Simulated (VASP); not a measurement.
Wanted: the native input for a VASP 6.6.1 run.

| Item | Value |
| --- | --- |
| Task | single point |
| Functional | PBE |
| Potentials or basis | VASP PAW PBE potentials, release 64 (Y_sv, Al, N) |
| Cutoff | 520 eV |
| k mesh | 4 × 4 × 4 |
| Occupations | gaussian, width 0.1 eV |
| Spin | collinear spin, ferromagnetic start |
| Starting moments | [0.0, 0.0, 0.0, 0.0, 1.0, 1.0, 1.0, 1.0] μB |
| Dipole correction | no |
| Further INCAR settings | ALGO = Normal; EDIFF = 1e-06; NBANDS = 42 |

The structure of Y3AlN4 lies in POSCAR:

```
Y3AlN4
1.0
    4.7821707429      0.0000000000      0.0000000000
    0.0000000000      4.7821707429      0.0000000000
    0.0000000000      0.0000000000      4.7821707429
Y Al N
3 1 4
Direct
    0.0000000000      0.0000000000      0.5000000000
    0.5000000000      0.0000000000      0.0000000000
    0.0000000000      0.5000000000      0.0000000000
    0.5000000000      0.5000000000      0.5000000000
    0.5000000000      0.5000000000      0.0000000000
    0.0000000000      0.5000000000      0.5000000000
    0.5000000000      0.0000000000      0.5000000000
    0.0000000000      0.0000000000      0.0000000000
```

One way to write it, as run:

INCAR

```
SYSTEM = Y3AlN4
  ALGO = Normal
  EDIFF = 1E-6
  ENCUT = 520
  GGA = PE
  ISIF = 2
  ISMEAR = 0
  ISPIN = 2
  LASPH = .TRUE.
  LCHARG = .TRUE.
  LELF = .TRUE.
  LMAXMIX = 4
  LORBIT = 11
  LREAL = .FALSE.
  LVHAR = .TRUE.
  LWAVE = .FALSE.
  MAGMOM = 0 0 0 0 1 1 1 1
  NBANDS = 42
  NELM = 150
  PREC = Accurate
  SIGMA = 0.1
```

KPOINTS

```
k-points
0
G
  4 4 4
  0 0 0
```

Potentials or basis: VASP PAW PBE potentials, release 64 (Y_sv, Al, N).

Launch:

```bash
$ cat potpaw_PBE.64/Y_sv/POTCAR potpaw_PBE.64/Al/POTCAR potpaw_PBE.64/N/POTCAR > POTCAR
$ mpirun -np 1 vasp_std > vasp.out
```

Results of the run:

```json
{"Pressure": "-0.2 GPa", "Band gap on the k mesh": "zero (filled and empty bands touch)", "Net moment": "0.00 μB per cell", "Valence electrons inside the program's atomic spheres": "Y 10.04; Al 0.57; N 3.65, 3.70"}
```

It took 51 s on 1 thread of Intel(R) Xeon(R) 6975P-C (Granite Rapids) (shared host), peak memory 0.29 GiB.
